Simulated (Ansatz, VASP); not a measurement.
## CoO in VASP and in Ansatz

```
Co O
1.0
     1.49813    0.86494    2.16175
    -1.49813    0.86494    2.16175
     0.00000   -1.72989    2.16175
Co O
1 1
Direct
  0.00000 0.00000 0.00000
  0.50000 0.50000 0.50000
```

Alike in both runs: functional LDA; k mesh 18 × 18 × 18; occupations gaussian, width 0.1 eV; collinear spin.

Ansatz relaxed the structure, and its values are those at the end. VASP's run is a single point on that final structure, the one shown.

```csv
,VASP,Ansatz
version,VASP 6.6.1,Ansatz 0.2.0
potentials or method,"VASP PAW LDA potentials, release 64 (Co_sv, O), cutoff 600 eV","scalar-relativistic, plane waves, PAW"
valence electrons in the cell,23,23
```

```tsv
	VASP	Ansatz	Ansatz less VASP
gap on the k mesh at the Fermi level (eV)	none	none	-
pressure (GPa)	-4.3	0.0	+4.22
net moment per atom (μB)	1.02	1.10	+0.080
size of the moment on the site where the two differ most (μB)	1.80	1.89	+0.088
```

LDA's correlation is that of Perdew and Zunger in VASP and of Perdew and Wang (1992) in Ansatz. Site moments also hang on the region over which each program counts them. A gap of «none» marks a metal or a gap that the smearing closes. One of these differences is far larger than is usual between the two programs; its cause wasn't traced.
